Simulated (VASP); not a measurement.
# Te (P3_121) in VASP: further runs, part 2 of 3

VASP 6.6.1.

**3. Single point, revPBE (33.76 Å³/atom)**

This run uses another cell than the first one, of 33.76 Å³/atom.

Contents of INCAR:

```
SYSTEM = Te
PREC = Accurate
ENCUT = 520
EDIFF = 1E-7
ISMEAR = -1
SIGMA = 0.05
LREAL = .False.
LASPH = .True.
NELM = 80
ALGO = Normal
ISIF = 2
LWAVE = .False.
LCHARG = .False.
GGA = RE
NBANDS = 16
```

Contents of KPOINTS:

```
Automatic mesh
0
Gamma
  7 7 5
  0 0 0
```

Contents of POSCAR:

```
Te
1.0
    4.5493567851      0.0000000000      0.0000000000
   -2.2746783926      3.9398585468      0.0000000000
    0.0000000000      0.0000000000      5.6507387446
Te
3
Direct
    0.2517707349      0.0000000000      0.3333333333
    0.0000000000      0.2517707349      0.6666666667
    0.7482292651      0.7482292651      0.0000000000
```

Potentials or basis: VASP PAW PBE potentials, release 64 (Te).

Launch:

```
$ cat potpaw_PBE.64/Te/POTCAR > POTCAR
$ mpirun -np 1 vasp_std > vasp.out
```

OUTCAR:

```text
SYSTEM = Te
   PREC = Accurate
   ENCUT = 520
   EDIFF = 1E-7
   ISMEAR = -1
   LREAL = .False.
   LASPH = .True.
   NELM = 80
   ISIF = 2
   GGA = RE

 ion  position               nearest neighbor table
   1  0.252  0.000  0.333-   3 2.74   2 2.74   3 3.54   3 3.54   2 3.54   2 3.54
   2  0.000  0.252  0.667-   3 2.74   1 2.74   3 3.54   3 3.54   1 3.54   1 3.54
   3  0.748  0.748  0.000-   1 2.74   2 2.74   2 3.54   1 3.54   1 3.54   2 3.54

  LATTYP: Found a hexagonal cell.
 ALAT       =     4.5493567851
 C/A-ratio  =     1.2420961933

  Lattice vectors:

 A1 = (   4.5493567851,   0.0000000000,   0.0000000000)
 A2 = (  -2.2746783926,   3.9398585468,   0.0000000000)
 A3 = (   0.0000000000,   0.0000000000,   5.6507387446)

Analysis of symmetry for initial positions (statically):
=====================================================================
 Subroutine PRICEL returns:
 Original cell was already a primitive cell.

 Routine SETGRP: Setting up the symmetry group for a
 hexagonal supercell.

 Subroutine GETGRP returns: Found  6 space group operations
 (whereof  2 operations were pure point group operations)
 out of a pool of 24 trial point group operations.

The static configuration has the point symmetry C_2 .
 The point group associated with its full space group is D_3 .

Analysis of symmetry for dynamics (positions and initial velocities):
=====================================================================
 Subroutine PRICEL returns:
 Original cell was already a primitive cell.

 Routine SETGRP: Setting up the symmetry group for a
 hexagonal supercell.

 Subroutine GETGRP returns: Found  6 space group operations
 (whereof  2 operations were pure point group operations)
 out of a pool of 24 trial point group operations.

The dynamic configuration has the point symmetry C_2 .
 The point group associated with its full space group is D_3 .

 Subroutine INISYM returns: Found  6 space group operations
 (whereof  2 operations are pure point group operations),
 and found     1 'primitive' translations

----------------------------------------------------------------------------------------

                                     Primitive cell

  volume of cell :     101.2828

  direct lattice vectors                    reciprocal lattice vectors
     4.549356785  0.000000000  0.000000000     0.219811294  0.126908110  0.000000000
    -2.274678393  3.939858547  0.000000000     0.000000000  0.253816219  0.000000000
     0.000000000  0.000000000  5.650738745     0.000000000  0.000000000  0.176968012

  length of vectors
     4.549356785  4.549356785  5.650738745     0.253816219  0.253816219  0.176968012

  position of ions in fractional coordinates (direct lattice)
     0.251770735  0.000000000  0.333333333
     0.000000000  0.251770735  0.666666667
     0.748229265  0.748229265  0.000000000

  ion indices of the primitive-cell ions
   primitive index   ion index
                 1           1
                 2           2
                 3           3

----------------------------------------------------------------------------------------

 KPOINTS: Automatic mesh

Automatic generation of k-mesh.
 Grid dimensions read from file:
 generate k-points for:    7    7    5

 Generating k-lattice:

  Cartesian coordinates                     Fractional coordinates (reciprocal lattice)
     0.031401613  0.018129730  0.000000000     0.142857143  0.000000000  0.000000000
     0.000000000  0.036259460  0.000000000     0.000000000  0.142857143  0.000000000
     0.000000000  0.000000000  0.035393602     0.000000000  0.000000000  0.200000000

  Length of vectors
     0.036259460  0.036259460  0.035393602

  Shift w.r.t. Gamma in fractional coordinates (k-lattice)
     0.000000000  0.000000000  0.000000000

 Subroutine IBZKPT returns following result:
 ===========================================

 Found     32 irreducible k-points:

 Following reciprocal coordinates:
            Coordinates               Weight
  0.000000  0.000000  0.000000      1.000000
  0.142857  0.000000  0.000000      6.000000
  0.285714  0.000000  0.000000      6.000000
  0.428571  0.000000  0.000000      6.000000
  0.142857  0.142857  0.000000      6.000000
  0.285714  0.142857  0.000000     12.000000
[... 16 lines left out ...]
  0.000000  0.142857  0.400000      6.000000
  0.285714  0.000000  0.400000      6.000000
 [... further k-points ...]
   k-points           NKPTS =     32   k-points in BZ     NKDIM =     32   number of bands    NBANDS=     16
   number of dos      NEDOS =    301   number of ions     NIONS =      3
   total plane-waves  NPLWV =  54432
   dimension x,y,z NGX =    36 NGY =   36 NGZ =   42
   dimension x,y,z NGXF=    72 NGYF=   72 NGZF=   84
   ions per type =               3
   NGX,Y,Z   is equivalent  to a cutoff of  13.16, 13.16, 12.36 a.u.
   NGXF,Y,Z  is equivalent  to a cutoff of  26.31, 26.31, 24.71 a.u.
 SYSTEM =  Te
   PREC   = accura    normal or accurate (medium, high low for compatibility)
   ISTART =      0    job   : 0-new  1-cont  2-samecut
   ICHARG =      2    charge: 1-file 2-atom 10-const
   ISPIN  =      1    spin polarized calculation?
   LNONCOLLINEAR =      F non collinear calculations
   LSORBIT =      F    spin-orbit coupling
   LASPH  =      T    aspherical Exc in radial PAW
   ENCUT  =  520.0 eV  38.22 Ry    6.18 a.u.   8.46  8.46 10.51*2*pi/ulx,y,z
   NELM   =     80;   NELMIN=  2; NELMDL= -5     # of ELM steps
   EDIFF  = 0.1E-06   stopping-criterion for ELM
   LREAL  =      F    real-space projection
   EDIFFG = 0.1E-05   stopping-criterion for IOM
   NSW    =      0    number of steps for IOM
   IBRION =     -1    ionic relax: 0-MD 1-quasi-New 2-CG
   NFREE  =      0    steps in history (QN), initial steepest desc. (CG)
   ISIF   =      2    stress and relaxation
   ISYM   =      2    0-nonsym 1-usesym 2-fastsym
   POTIM  = 0.5000    time-step for ionic-motion
   TEBEG  =    0.0;   TEEND  =   0.0 temperature during run
   PSTRESS=    0.0 pullay stress
   NELECT =      18.0000    total number of electrons
   NUPDOWN=      -1.0000    fix difference up-down
   EMIN   =  10.00;   EMAX   =-10.00  energy-range for DOS
   EFERMI =   0.00;   METHOD = LEGACY
   ISMEAR =    -1;   SIGMA  =   0.05  broadening in eV -4-tet -1-fermi 0-gaus
   EFERMI_NEDOS =   21; number of points for ismear=-14 and -15
   IALGO  =     38    algorithm
   IMIX   =      4    mixing-type and parameters
     AMIX     =   0.40;   BMIX     =  1.00
     AMIX_MAG =   1.60;   BMIX_MAG =  1.00
  volume/ion in A,a.u.               =      33.76       227.83
  Fermi-wavevector in a.u.,A,eV,Ry     =   0.920422  1.739346 11.526541  0.847177
  Thomas-Fermi vector in A             =   2.045726
   LORBIT       =      0    0 simple, 1 ext, 2 COOP (PROOUT), +10 PAW based schemes
   GGA     = RE    functional components
   LHFCALC =     F    Hartree Fock is set to
   AEXX    =    0.0000 exact exchange contribution
   IVDW    =     0    specifies the selected vdW correction
   LEPSILON=     F    determine dielectric tensor
   LRPA    =     F    only Hartree local field effects (RPA)
 non-spin polarized calculation
  energy-cutoff  :      520.00
  volume of cell :      101.28
 maximum number of plane-waves:      2763
 NGX is ok and might be reduce to    36
   NGX = 17   NGY = 17   NGZ = 21

 number of electron      18.0000003 magnetization

 Free energy of the ion-electron system (eV)
  ---------------------------------------------------
  ext. energy  EPLUGINS =         0.00000000
  ---------------------------------------------------
  free energy    TOTEN  =        -8.26810476 eV

  energy without entropy =       -8.26807673  energy(sigma->0) =       -8.26809074

 E-fermi :   6.4232     XC(G=0):  -8.9420

 val. band max:        6.0166958236   @ k =   0.0000   0.4286   0.4000
 cond. band min:       6.7545990662   @ k =   0.0000   0.0000   0.4000
 fundamental gap:      0.7379032425
 Fermi energy:         6.4231678695

 k-point     1 :       0.0000    0.0000    0.0000
  band No.  band energies     occupation
      1      -7.8553      2.00000
      2      -4.1782      2.00000
      3      -4.1782      2.00000
      4       2.5993      2.00000
      5       2.9966      2.00000
      6       2.9966      2.00000
[... 8 lines left out ...]
     15      11.8933      0.00000
     16      12.5494      0.00000
[... 419 lines left out ...]
 k-point    24 :       0.2857    0.0000    0.4000
  band No.  band energies     occupation
      1      -6.8489      2.00000
      2      -6.1078      2.00000
      3      -2.9790      2.00000
      4       1.2475      2.00000
      5       2.2742      2.00000
      6       2.6150      2.00000
[... 8 lines left out ...]
     15      12.1888      0.00000
     16      12.8075      0.00000

 [... further k-points ...]
[... 5 lines left out ...]
  --------------------------------------------------------------------------------------
  -------------------------------------------------------------------------------------
  Total        3.3724047      3.3724047      5.4070953     -0.0000000     -0.0000000      0.0000000
  in kB       53.3475416     53.3475416     85.5339943     -0.0000000     -0.0000000      0.0000000
  external PRESSURE =      64.0763591 kB  Pullay stress =       0.0000000 kB

 VOLUME and BASIS-vectors are now :
 -----------------------------------------------------------------------------
  energy-cutoff  :      520.00
  volume of cell :      101.28
      direct lattice vectors                 reciprocal lattice vectors
     4.549356785  0.000000000  0.000000000     0.219811294  0.126908110  0.000000000
    -2.274678393  3.939858547  0.000000000     0.000000000  0.253816219  0.000000000
     0.000000000  0.000000000  5.650738745     0.000000000  0.000000000  0.176968012

 POSITION                                       TOTAL-FORCE (eV/Angst)
 -----------------------------------------------------------------------------------
      1.14539      0.00000      1.88358         1.010001      0.000000      0.000000
     -0.57270      0.99194      3.76716        -0.505001      0.874687      0.000000
      1.70198      2.94792      0.00000        -0.505001     -0.874687     -0.000000
 -----------------------------------------------------------------------------------
    total drift:                               -0.000000     -0.000000      0.000000

  FREE ENERGIE OF THE ION-ELECTRON SYSTEM (eV)
  ---------------------------------------------------
  free  energy   TOTEN  =        -8.2681047632 eV

  energy  without entropy=       -8.2680767263  energy(sigma->0) =       -8.26809074
```

OSZICAR:

```text
N       E                     dE             d eps       ncg     rms          rms(c)
DAV:   1     0.746528699985E+02    0.74653E+02   -0.65950E+03  1024   0.905E+02
DAV:   2    -0.364711445056E+01   -0.78300E+02   -0.74096E+02  1336   0.136E+02
DAV:   3    -0.819986012093E+01   -0.45527E+01   -0.45354E+01  1272   0.369E+01
DAV:   4    -0.828180845346E+01   -0.81948E-01   -0.81940E-01  1544   0.571E+00
DAV:   5    -0.828258465717E+01   -0.77620E-03   -0.77620E-03  1360   0.478E-01    0.135E+01
DAV:   6    -0.826805767051E+01    0.14527E-01   -0.20250E-02  1328   0.853E-01    0.855E+00
DAV:   7    -0.826849312330E+01   -0.43545E-03   -0.46723E-02  1256   0.132E+00    0.325E-01
DAV:   8    -0.826788040967E+01    0.61271E-03   -0.73657E-03  1216   0.487E-01    0.207E-01
DAV:   9    -0.826796074876E+01   -0.80339E-04   -0.26667E-04  1488   0.101E-01    0.839E-02
DAV:  10    -0.826809596154E+01   -0.13521E-03   -0.14172E-04  1208   0.701E-02    0.160E-02
DAV:  11    -0.826810224438E+01   -0.62828E-05   -0.18933E-05  1448   0.254E-02    0.111E-02
DAV:  12    -0.826810425930E+01   -0.20149E-05   -0.33070E-06  1224   0.109E-02    0.142E-02
DAV:  13    -0.826810476979E+01   -0.51049E-06   -0.12442E-06  1392   0.627E-03    0.223E-03
DAV:  14    -0.826810476315E+01    0.66348E-08   -0.67778E-08  1000   0.156E-03
   1 F= -.82681048E+01 E0= -.82680907E+01  d E =-.280368E-04
```

Wall time 29 s (1 thread of Intel Xeon Platinum 8488C (Sapphire Rapids), shared host); peak memory 0.23 GiB.

Results:

```
Free energy            : -8.2681 eV
Pressure               : 6.4 GPa
Largest force          : 1.010 eV/Å
Band gap on the k mesh : 0.74 eV (least direct gap 1.14 eV)
```

Forces on the atoms (eV/Å):
```
Te   1.010  0.000  0.000
Te  -0.505  0.875  0.000
Te  -0.505 -0.875  0.000
```

Stress tensor (GPa, compression positive):
```
5.33 0.00 0.00
0.00 5.33 0.00
0.00 0.00 8.55
```

Caveat: the cell stands under pressure; the PAW data sets were made with another functional, which shifts forces and pressure a little; spin-orbit coupling is left out, which moves the levels of the heavy elements. A k mesh can miss the band edges.

**4. Single point, revPBE (35.30 Å³/atom)**

This run uses another cell than the first one, of 35.30 Å³/atom.

Contents of INCAR:

```
PREC = Accurate ; ENCUT = 520
EDIFF = 1E-7 ; ISMEAR = -1
SIGMA = 0.05 ; LREAL = F
LASPH = T ; NELM = 80
ALGO = Normal ; ISIF = 2
LWAVE = F ; LCHARG = F
GGA = RE ; NBANDS = 16
```

Contents of KPOINTS:

```
regular mesh
0
Gamma
  7 7 5
```

Contents of POSCAR:

```
Te
1.0
    4.6172676447      0.0000000000      0.0000000000
   -2.3086338224      3.9986710764      0.0000000000
    0.0000000000      0.0000000000      5.7350905649
Te
3
Direct
    0.2517707349      0.0000000000      0.3333333333
    0.0000000000      0.2517707349      0.6666666667
    0.7482292651      0.7482292651      0.0000000000
```

Potentials or basis: VASP PAW PBE potentials, release 64 (Te).

Launch:

```
$ cat potpaw_PBE.64/Te/POTCAR > POTCAR
$ mpirun -np 1 vasp_std > vasp.out
```

OUTCAR:

```text
PREC = Accurate
   ENCUT = 520
   EDIFF = 1E-7
   ISMEAR = -1
   LREAL = F
   LASPH = T
   NELM = 80
   ISIF = 2
   GGA = RE

 ion  position               nearest neighbor table
   1  0.252  0.000  0.333-   3 2.78   2 2.78   3 3.60   3 3.60   2 3.60   2 3.60
   2  0.000  0.252  0.667-   3 2.78   1 2.78   3 3.60   3 3.60   1 3.60   1 3.60
   3  0.748  0.748  0.000-   1 2.78   2 2.78   2 3.60   1 3.60   1 3.60   2 3.60

  LATTYP: Found a hexagonal cell.
 ALAT       =     4.6172676447
 C/A-ratio  =     1.2420961933

  Lattice vectors:

[... 642 lines left out ...]
     15      11.6918      0.00000
     16      12.2803      0.00000

 [... further k-points ...]
[... 5 lines left out ...]
  --------------------------------------------------------------------------------------
  -------------------------------------------------------------------------------------
  Total        2.0615947      2.0615947      3.3392775     -0.0000000      0.0000000     -0.0000000
  in kB       31.1941287     31.1941287     50.5268336     -0.0000000      0.0000000     -0.0000000
  external PRESSURE =      37.6383636 kB  Pullay stress =       0.0000000 kB

 VOLUME and BASIS-vectors are now :
 -----------------------------------------------------------------------------
  energy-cutoff  :      520.00
  volume of cell :      105.89
      direct lattice vectors                 reciprocal lattice vectors
     4.617267645  0.000000000  0.000000000     0.216578305  0.125041543  0.000000000
    -2.308633822  3.998671076  0.000000000     0.000000000  0.250083085  0.000000000
     0.000000000  0.000000000  5.735090565     0.000000000  0.000000000  0.174365163

 POSITION                                       TOTAL-FORCE (eV/Angst)
 -----------------------------------------------------------------------------------
      1.16249      0.00000      1.91170         0.619303      0.000000      0.000000
     -0.58125      1.00675      3.82339        -0.309651      0.536332      0.000000
      1.72739      2.99192      0.00000        -0.309651     -0.536332     -0.000000
 -----------------------------------------------------------------------------------
    total drift:                                0.000000     -0.000000      0.000000

  FREE ENERGIE OF THE ION-ELECTRON SYSTEM (eV)
  ---------------------------------------------------
  free  energy   TOTEN  =        -8.4127905962 eV

  energy  without entropy=       -8.4127690204  energy(sigma->0) =       -8.41277981
```

OSZICAR:

```text
N       E                     dE             d eps       ncg     rms          rms(c)
DAV:   1     0.740052842001E+02    0.74005E+02   -0.64617E+03  1024   0.894E+02
DAV:   2    -0.373533803529E+01   -0.77741E+02   -0.73817E+02  1360   0.134E+02
DAV:   3    -0.834046717183E+01   -0.46051E+01   -0.45893E+01  1240   0.368E+01
DAV:   4    -0.842672697826E+01   -0.86260E-01   -0.86255E-01  1608   0.579E+00
DAV:   5    -0.842734092838E+01   -0.61395E-03   -0.61395E-03  1376   0.441E-01    0.123E+01
DAV:   6    -0.841274309297E+01    0.14598E-01   -0.20438E-02  1296   0.853E-01    0.785E+00
DAV:   7    -0.841322589665E+01   -0.48280E-03   -0.48140E-02  1272   0.134E+00    0.307E-01
DAV:   8    -0.841256432477E+01    0.66157E-03   -0.78903E-03  1264   0.493E-01    0.202E-01
DAV:   9    -0.841263785798E+01   -0.73533E-04   -0.25909E-04  1496   0.100E-01    0.100E-01
DAV:  10    -0.841278224405E+01   -0.14439E-03   -0.15767E-04  1232   0.735E-02    0.178E-02
DAV:  11    -0.841278745626E+01   -0.52122E-05   -0.21166E-05  1440   0.270E-02    0.129E-02
DAV:  12    -0.841278965213E+01   -0.21959E-05   -0.31872E-06  1280   0.103E-02    0.896E-03
DAV:  13    -0.841279059371E+01   -0.94158E-06   -0.18805E-06  1320   0.753E-03    0.128E-03
DAV:  14    -0.841279059624E+01   -0.25350E-08   -0.70982E-08  1168   0.164E-03
   1 F= -.84127906E+01 E0= -.84127798E+01  d E =-.215758E-04
```

Wall time 29 s (1 thread of Intel Xeon Platinum 8488C (Sapphire Rapids), shared host); peak memory 0.24 GiB.

What came out:

```yaml
Free_energy: -8.4128 eV
Pressure: 3.8 GPa
Largest_force: 0.619 eV/Å
Band_gap_on_the_k_mesh: 0.77 eV (least direct gap 1.10 eV)
```

Forces on the atoms (eV/Å):
```
Te   0.619  0.000  0.000
Te  -0.310  0.536  0.000
Te  -0.310 -0.536  0.000
```

Levels at points of the mesh, in eV from the valence-band top:
| k point | band 6 | band 7 | band 8 | band 9 | band 10 | band 11 | band 12 | band 13 |
| --- | --- | --- | --- | --- | --- | --- | --- | --- |
| (0.00, 0.00, 0.00) | -2.92 | -1.67 | -1.67 | -0.57 | 1.30 | 1.30 | 1.67 | 5.16 |

Caveat: the cell stands under pressure; the PAW data sets were made with another functional, which shifts forces and pressure a little; spin-orbit coupling is left out, which moves the levels of the heavy elements. A k mesh can miss the band edges.

(Part 2 of 3 ends here.)
